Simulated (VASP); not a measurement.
# B (Im-3m) in VASP: further runs, part 2 of 2

VASP 6.6.1.

**4. Single point, r2SCAN (volume scaled by 0.92)**

File POSCAR:

```
B
1.0
   -1.1160082779      1.1160082779      1.1160082779
    1.1160082779     -1.1160082779      1.1160082779
    1.1160082779      1.1160082779     -1.1160082779
B
1
Direct
    0.0000000000      0.0000000000      0.0000000000
```

File INCAR.step1:

```
SYSTEM = B
PREC = Accurate
ENCUT = 520
ISMEAR = -1
SIGMA = 0.1
LREAL = .FALSE.
LASPH = .TRUE.
NELM = 100
NBANDS = 8
GGA = PE
ALGO = Normal
EDIFF = 1E-4
LWAVE = .TRUE.
LCHARG = .FALSE.
```

File INCAR.step2:

```
SYSTEM = B
PREC = Accurate
ENCUT = 520
EDIFF = 1E-6
ISMEAR = -1
SIGMA = 0.1
LREAL = .FALSE.
LASPH = .TRUE.
NELM = 100
ALGO = Normal
ISIF = 2
LWAVE = .FALSE.
LCHARG = .FALSE.
METAGGA = R2SCAN
LMIXTAU = .TRUE.
NBANDS = 8
ISTART = 1
```

File KPOINTS:

```
Automatic mesh
0
G
  21 21 21
  0 0 0
```

Potentials or basis: VASP PAW PBE potentials, release 64 (B).

Started as:

```console
$ cat potpaw_PBE.64/B/POTCAR > POTCAR
$ cp INCAR.step1 INCAR
$ mpirun -np 1 vasp_std > vasp.out
$ cp INCAR.step2 INCAR
$ mpirun -np 1 vasp_std > vasp.out
```

OUTCAR:

```text
SYSTEM = B
   PREC = Accurate
   ENCUT = 520
   EDIFF = 1E-6
   ISMEAR = -1
   LREAL = .FALSE.
   LASPH = .TRUE.
   NELM = 100
   ISIF = 2
   METAGGA = R2SCAN
   ISTART = 1

 ion  position               nearest neighbor table
   1  0.000  0.000  0.000-

  LATTYP: Found a body centered cubic cell.
 ALAT       =     2.2320165558

  Lattice vectors:

 A1 = (  -1.1160082779,   1.1160082779,   1.1160082779)
 A2 = (   1.1160082779,  -1.1160082779,   1.1160082779)
 A3 = (   1.1160082779,   1.1160082779,  -1.1160082779)

Analysis of symmetry for initial positions (statically):
=====================================================================
 Subroutine PRICEL returns:
 Original cell was already a primitive cell.

 Routine SETGRP: Setting up the symmetry group for a
 body centered cubic supercell.

 Subroutine GETGRP returns: Found 48 space group operations
 (whereof 48 operations were pure point group operations)
 out of a pool of 48 trial point group operations.

The static configuration has the point symmetry O_h .

Analysis of symmetry for dynamics (positions and initial velocities):
=====================================================================
 Subroutine PRICEL returns:
 Original cell was already a primitive cell.

 Routine SETGRP: Setting up the symmetry group for a
 body centered cubic supercell.

 Subroutine GETGRP returns: Found 48 space group operations
 (whereof 48 operations were pure point group operations)
 out of a pool of 48 trial point group operations.

The dynamic configuration has the point symmetry O_h .

 Subroutine INISYM returns: Found 48 space group operations
 (whereof 48 operations are pure point group operations),
 and found     1 'primitive' translations

----------------------------------------------------------------------------------------

                                     Primitive cell

  volume of cell :       5.5598
[... 101 lines left out ...]
   EFERMI =   0.00;   METHOD = LEGACY
   ISMEAR =    -1;   SIGMA  =   0.10  broadening in eV -4-tet -1-fermi 0-gaus
   EFERMI_NEDOS =   21; number of points for ismear=-14 and -15
   IALGO  =     38    algorithm
   IMIX   =      4    mixing-type and parameters
     AMIX     =   0.40;   BMIX     =  1.00
     AMIX_MAG =   1.60;   BMIX_MAG =  1.00
  volume/ion in A,a.u.               =       5.56        37.52
  Fermi-wavevector in a.u.,A,eV,Ry     =   1.332788  2.518605 24.168364  1.776325
  Thomas-Fermi vector in A             =   2.461696
   LORBIT       =      0    0 simple, 1 ext, 2 COOP (PROOUT), +10 PAW based schemes
   METAGGA = R2SCAN    functional components
   LHFCALC =     F    Hartree Fock is set to
   AEXX    =    0.0000 exact exchange contribution
   IVDW    =     0    specifies the selected vdW correction
   LEPSILON=     F    determine dielectric tensor
   LRPA    =     F    only Hartree local field effects (RPA)
 non-spin polarized calculation
  energy-cutoff  :      520.00
  volume of cell :        5.56
 maximum number of plane-waves:       156
   NGX =  7   NGY =  7   NGZ =  7

 number of electron       3.0000000 magnetization

 Free energy of the ion-electron system (eV)
  ---------------------------------------------------
  ext. energy  EPLUGINS =         0.00000000
  ---------------------------------------------------
  free energy    TOTEN  =        -5.47512350 eV

  energy without entropy =       -5.46875574  energy(sigma->0) =       -5.47193962

 E-fermi :  11.3962     XC(G=0): -14.4403

 val. band max:       11.3786358206   @ k =  -0.3810   0.3810   0.0952
 cond. band min:      11.4124452632   @ k =  -0.3810   0.4762   0.2857
 fundamental gap:      0.0338094426
 Fermi energy:        11.3962315606

 k-point     1 :       0.0000    0.0000    0.0000
  band No.  band energies     occupation
      1      -9.8429      2.00000
      2      29.9396      0.00000
      3      29.9396      0.00000
      4      29.9396      0.00000
      5      48.7998      0.00000
      6      48.7998      0.00000
      7      48.7998      0.00000
      8      53.0275      0.00000
[... 243 lines left out ...]
 k-point    24 :       0.1905    0.0952    0.0000
  band No.  band energies     occupation
      1      -6.6139      2.00000
      2      20.5590      0.00000
      3      23.6398      0.00000
      4      27.0201      0.00000
      5      40.7478      0.00000
      6      41.0507      0.00000
      7      49.9664      0.00000
      8      56.9697      0.00000

 [... further k-points ...]
[... 5 lines left out ...]
  --------------------------------------------------------------------------------------
  -------------------------------------------------------------------------------------
  Total        0.8181741      0.8181741      0.8181741      0.0000000      0.0000000      0.0000000
  in kB      235.7729975    235.7729975    235.7729975      0.0000000      0.0000000      0.0000000
  external PRESSURE =     235.7729975 kB  Pullay stress =       0.0000000 kB

 VOLUME and BASIS-vectors are now :
 -----------------------------------------------------------------------------
  energy-cutoff  :      520.00
  volume of cell :        5.56
      direct lattice vectors                 reciprocal lattice vectors
    -1.116008278  1.116008278  1.116008278     0.000000000  0.448025351  0.448025351
     1.116008278 -1.116008278  1.116008278     0.448025351  0.000000000  0.448025351
     1.116008278  1.116008278 -1.116008278     0.448025351  0.448025351  0.000000000

 POSITION                                       TOTAL-FORCE (eV/Angst)
 -----------------------------------------------------------------------------------
      0.00000      0.00000      0.00000        -0.000000      0.000000      0.000000
 -----------------------------------------------------------------------------------
    total drift:                               -0.000000      0.000000      0.000000

  FREE ENERGIE OF THE ION-ELECTRON SYSTEM (eV)
  ---------------------------------------------------
  free  energy   TOTEN  =        -5.4751235043 eV

  energy  without entropy=       -5.4687557439  energy(sigma->0) =       -5.47193962
```

OUTCAR.step1:

```text
SYSTEM = B
   PREC = Accurate
   ENCUT = 520
   ISMEAR = -1
   LREAL = .FALSE.
   LASPH = .TRUE.
[... 478 lines left out ...]

 POSITION                                       TOTAL-FORCE (eV/Angst)
 -----------------------------------------------------------------------------------
      0.00000      0.00000      0.00000         0.000000      0.000000      0.000000
 -----------------------------------------------------------------------------------
    total drift:                               -0.000000      0.000000      0.000000

  FREE ENERGIE OF THE ION-ELECTRON SYSTEM (eV)
  ---------------------------------------------------
  free  energy   TOTEN  =        -4.9468969047 eV

  energy  without entropy=       -4.9403169801  energy(sigma->0) =       -4.94360694
```

OSZICAR.step1:

```text
N       E                     dE             d eps       ncg     rms          rms(c)
DAV:   1    -0.307953007011E+01   -0.30795E+01   -0.16008E+03  5080   0.303E+02
DAV:   2    -0.495579674874E+01   -0.18763E+01   -0.17683E+01  6152   0.339E+01
DAV:   3    -0.495754094782E+01   -0.17442E-02   -0.17441E-02  5112   0.110E+00
DAV:   4    -0.495754099559E+01   -0.47771E-07   -0.48457E-07  6440   0.531E-03
DAV:   5    -0.495754099515E+01    0.44314E-09   -0.21265E-11  4512   0.204E-05    0.174E+00
DAV:   6    -0.495057381576E+01    0.69672E-02   -0.17321E-04  5056   0.970E-02    0.105E+00
DAV:   7    -0.494689667850E+01    0.36771E-02   -0.33277E-04  4960   0.146E-01    0.244E-02
DAV:   8    -0.494689690473E+01   -0.22624E-06   -0.81492E-07  2440   0.834E-03
   1 F= -.49468969E+01 E0= -.49436069E+01  d E =-.657992E-02
```

Wall time 9 s (1 thread of Intel Xeon 6975P-C (Granite Rapids), shared host); peak memory 0.11 GiB.

What came out:

```
Free energy : -5.4751 eV
Pressure    : 23.6 GPa
```

Caveat: the PAW data sets were made with another functional, which shifts forces and pressure a little.

**5. Single point, r2SCAN (volume scaled by 0.96)**

File POSCAR:

```
B
1.0
   -1.1319534076      1.1319534076      1.1319534076
    1.1319534076     -1.1319534076      1.1319534076
    1.1319534076      1.1319534076     -1.1319534076
B
1
Direct
    0.0000000000      0.0000000000      0.0000000000
```

File INCAR.step1:

```
PREC     = Accurate       # precision mode
ENCUT    = 520            # plane-wave cutoff, eV
ISMEAR   = -1             # smearing method
SIGMA    = 0.1            # smearing width, eV
LREAL    = F              # projectors in reciprocal space
LASPH    = T              # aspherical terms in the spheres
NELM     = 60             # most SCF steps
NBANDS   = 8              # bands
GGA      = PE             # functional
ALGO     = Normal         # electronic algorithm
EDIFF    = 1E-4           # SCF threshold, eV
LWAVE    = T              # write WAVECAR
LCHARG   = F              # write CHGCAR
```

File INCAR.step2:

```
PREC     = Accurate       # precision mode
ENCUT    = 520            # plane-wave cutoff, eV
EDIFF    = 1E-7           # SCF threshold, eV
ISMEAR   = -1             # smearing method
SIGMA    = 0.1            # smearing width, eV
LREAL    = F              # projectors in reciprocal space
LASPH    = T              # aspherical terms in the spheres
NELM     = 60             # most SCF steps
ALGO     = Normal         # electronic algorithm
ISIF     = 2              # what is computed and relaxed
LWAVE    = F              # write WAVECAR
LCHARG   = F              # write CHGCAR
METAGGA  = R2SCAN         # meta-GGA
LMIXTAU  = T            
NBANDS   = 8              # bands
ISTART   = 1
```

File KPOINTS:

```
regular mesh
0
Gamma
  21 21 21
```

Started as:

```console
$ cat potpaw_PBE.64/B/POTCAR > POTCAR
$ cp INCAR.step1 INCAR
$ mpirun -np 1 vasp_std > vasp.out
$ cp INCAR.step2 INCAR
$ mpirun -np 1 vasp_std > vasp.out
```

It took 14 s on 1 thread of Intel Xeon 6975P-C (Granite Rapids), shared host; peak memory 0.11 GiB.

It converged, with:

```yaml
Free_energy: -5.5007 eV
Pressure: 10.4 GPa
```

Levels at points of the mesh, in eV from the Fermi level:
| k point | band 1 | band 2 | band 3 | band 4 | band 5 | band 6 |
| --- | --- | --- | --- | --- | --- | --- |
| (0.00, 0.00, 0.00) | -20.70 | 17.86 | 17.86 | 17.86 | 36.51 | 36.51 |

Caveat: the PAW data sets were made with another functional, which shifts forces and pressure a little.

**6. Single point, r2SCAN**

File POSCAR:

```
B
1.0
   -1.1474615458      1.1474615458      1.1474615458
    1.1474615458     -1.1474615458      1.1474615458
    1.1474615458      1.1474615458     -1.1474615458
B
1
Direct
    0.0000000000      0.0000000000      0.0000000000
```

File INCAR.step1:

```
SYSTEM = B
PREC = Accurate ; ENCUT = 520
ISMEAR = -1 ; SIGMA = 0.1
LREAL = .FALSE. ; LASPH = .TRUE.
NELM = 100 ; NBANDS = 8
GGA = PE ; ALGO = Normal
EDIFF = 1E-4 ; LWAVE = .TRUE.
LCHARG = .FALSE.
```

File INCAR.step2:

```
SYSTEM = B
PREC = Accurate ; ENCUT = 520
EDIFF = 1E-6 ; ISMEAR = -1
SIGMA = 0.1 ; LREAL = .FALSE.
LASPH = .TRUE. ; NELM = 100
ALGO = Normal ; ISIF = 2
LWAVE = .FALSE. ; LCHARG = .FALSE.
METAGGA = R2SCAN ; LMIXTAU = .TRUE.
NBANDS = 8 ; ISTART = 1
```

File KPOINTS:

```
Automatic mesh
0
G
  21 21 21
  0 0 0
```

Potentials or basis: VASP PAW PBE potentials, release 64 (B).

Started as:

```console
$ cat potpaw_PBE.64/B/POTCAR > POTCAR
$ cp INCAR.step1 INCAR
$ mpirun -np 1 vasp_std > vasp.out
$ cp INCAR.step2 INCAR
$ mpirun -np 1 vasp_std > vasp.out
```

OUTCAR:

```text
SYSTEM = B
   PREC = Accurate
   ENCUT = 520
   EDIFF = 1E-6
   ISMEAR = -1
   LREAL = .FALSE.
   LASPH = .TRUE.
   NELM = 100
   ISIF = 2
   METAGGA = R2SCAN
   ISTART = 1

 ion  position               nearest neighbor table
   1  0.000  0.000  0.000-

  LATTYP: Found a body centered cubic cell.
 ALAT       =     2.2949230916

  Lattice vectors:

 A1 = (  -1.1474615458,   1.1474615458,   1.1474615458)
 A2 = (   1.1474615458,  -1.1474615458,   1.1474615458)
 A3 = (   1.1474615458,   1.1474615458,  -1.1474615458)

Analysis of symmetry for initial positions (statically):
=====================================================================
 Subroutine PRICEL returns:
 Original cell was already a primitive cell.

 Routine SETGRP: Setting up the symmetry group for a
 body centered cubic supercell.

 Subroutine GETGRP returns: Found 48 space group operations
 (whereof 48 operations were pure point group operations)
 out of a pool of 48 trial point group operations.

The static configuration has the point symmetry O_h .

Analysis of symmetry for dynamics (positions and initial velocities):
=====================================================================
 Subroutine PRICEL returns:
 Original cell was already a primitive cell.

 Routine SETGRP: Setting up the symmetry group for a
 body centered cubic supercell.

 Subroutine GETGRP returns: Found 48 space group operations
 (whereof 48 operations were pure point group operations)
 out of a pool of 48 trial point group operations.

The dynamic configuration has the point symmetry O_h .

 Subroutine INISYM returns: Found 48 space group operations
 (whereof 48 operations are pure point group operations),
 and found     1 'primitive' translations

----------------------------------------------------------------------------------------

                                     Primitive cell

  volume of cell :       6.0433
[... 101 lines left out ...]
   EFERMI =   0.00;   METHOD = LEGACY
   ISMEAR =    -1;   SIGMA  =   0.10  broadening in eV -4-tet -1-fermi 0-gaus
   EFERMI_NEDOS =   21; number of points for ismear=-14 and -15
   IALGO  =     38    algorithm
   IMIX   =      4    mixing-type and parameters
     AMIX     =   0.40;   BMIX     =  1.00
     AMIX_MAG =   1.60;   BMIX_MAG =  1.00
  volume/ion in A,a.u.               =       6.04        40.78
  Fermi-wavevector in a.u.,A,eV,Ry     =   1.296255  2.449567 22.861557  1.680277
  Thomas-Fermi vector in A             =   2.427723
   LORBIT       =      0    0 simple, 1 ext, 2 COOP (PROOUT), +10 PAW based schemes
   METAGGA = R2SCAN    functional components
   LHFCALC =     F    Hartree Fock is set to
   AEXX    =    0.0000 exact exchange contribution
   IVDW    =     0    specifies the selected vdW correction
   LEPSILON=     F    determine dielectric tensor
   LRPA    =     F    only Hartree local field effects (RPA)
 non-spin polarized calculation
  energy-cutoff  :      520.00
  volume of cell :        6.04
 maximum number of plane-waves:       177
   NGX =  7   NGY =  7   NGZ =  7

 number of electron       3.0000000 magnetization

 Free energy of the ion-electron system (eV)
  ---------------------------------------------------
  ext. energy  EPLUGINS =         0.00000000
  ---------------------------------------------------
  free energy    TOTEN  =        -5.50831320 eV

  energy without entropy =       -5.50135143  energy(sigma->0) =       -5.50483232

 E-fermi :  10.3482     XC(G=0): -14.0604

 val. band max:       10.3364094117   @ k =  -0.3333   0.4762   0.1905
 cond. band min:      10.3707992823   @ k =  -0.4762  -0.4762   0.4286
 fundamental gap:      0.0343898706
 Fermi energy:        10.3482139117

 k-point     1 :       0.0000    0.0000    0.0000
  band No.  band energies     occupation
      1      -9.8435      2.00000
      2      27.5835      0.00000
      3      27.5835      0.00000
      4      27.5835      0.00000
      5      46.0347      0.00000
      6      46.0347      0.00000
      7      46.0347      0.00000
      8      50.1273      0.00000
[... 243 lines left out ...]
 k-point    24 :       0.1905    0.0952    0.0000
  band No.  band energies     occupation
      1      -6.7420      2.00000
      2      18.8950      0.00000
      3      21.7774      0.00000
      4      24.9630      0.00000
      5      38.2572      0.00000
      6      38.6308      0.00000
      7      47.1552      0.00000
      8      53.7565      0.00000

 [... further k-points ...]
[... 5 lines left out ...]
  --------------------------------------------------------------------------------------
  -------------------------------------------------------------------------------------
  Total       -0.0130921     -0.0130921     -0.0130921     -0.0000000     -0.0000000      0.0000000
  in kB       -3.4709329     -3.4709329     -3.4709329     -0.0000000     -0.0000000      0.0000000
  external PRESSURE =      -3.4709329 kB  Pullay stress =       0.0000000 kB

 VOLUME and BASIS-vectors are now :
 -----------------------------------------------------------------------------
  energy-cutoff  :      520.00
  volume of cell :        6.04
      direct lattice vectors                 reciprocal lattice vectors
    -1.147461546  1.147461546  1.147461546     0.000000000  0.435744450  0.435744450
     1.147461546 -1.147461546  1.147461546     0.435744450  0.000000000  0.435744450
     1.147461546  1.147461546 -1.147461546     0.435744450  0.435744450  0.000000000

 POSITION                                       TOTAL-FORCE (eV/Angst)
 -----------------------------------------------------------------------------------
      0.00000      0.00000      0.00000         0.000000      0.000000     -0.000000
 -----------------------------------------------------------------------------------
    total drift:                               -0.000000      0.000000     -0.000000

  FREE ENERGIE OF THE ION-ELECTRON SYSTEM (eV)
  ---------------------------------------------------
  free  energy   TOTEN  =        -5.5083131981 eV

  energy  without entropy=       -5.5013514319  energy(sigma->0) =       -5.50483232
```

OUTCAR.step1:

```text
SYSTEM = B
   PREC = Accurate
   ENCUT = 520
   ISMEAR = -1
   LREAL = .FALSE.
   LASPH = .TRUE.
[... 478 lines left out ...]

 POSITION                                       TOTAL-FORCE (eV/Angst)
 -----------------------------------------------------------------------------------
      0.00000      0.00000      0.00000         0.000000      0.000000      0.000000
 -----------------------------------------------------------------------------------
    total drift:                               -0.000000      0.000000     -0.000000

  FREE ENERGIE OF THE ION-ELECTRON SYSTEM (eV)
  ---------------------------------------------------
  free  energy   TOTEN  =        -4.9928826804 eV

  energy  without entropy=       -4.9854778735  energy(sigma->0) =       -4.98918028
```

It took 12 s on 1 thread of Intel Xeon 6975P-C (Granite Rapids), shared host; peak memory 0.11 GiB.

Results:

| Quantity | Value |
| --- | --- |
| Free energy | -5.5083 eV |
| Pressure | -0.3 GPa |

Caveat: the PAW data sets were made with another functional, which shifts forces and pressure a little.

**7. Overview**

| cell | k mesh | gap on the mesh (eV) | pressure (GPa) |
| --- | --- | --- | --- |
| a = 1.987 Å, angles 109.5°, 1 atom | 18 × 18 × 18 | none | -0.3 |
| a = 1.905 Å, angles 109.5°, 1 atom | 21 × 21 × 21 | none | 39.6 |
| a = 1.933 Å, angles 109.5°, 1 atom | 21 × 21 × 21 | none | 23.6 |
| a = 1.961 Å, angles 109.5°, 1 atom | 21 × 21 × 21 | none | 10.4 |
| a = 1.987 Å, angles 109.5°, 1 atom | 21 × 21 × 21 | none | -0.3 |

Alike in all rows: task single point; level r2SCAN; potentials or basis VASP PAW PBE potentials, release 64 (B); no spin polarisation; cutoff (eV) 520; smearing fermi-dirac 0.1 eV.

Caveats: the PAW data sets were made with another functional, which shifts forces and pressure a little.

Absolute energies hang on the potentials; compare differences alone.
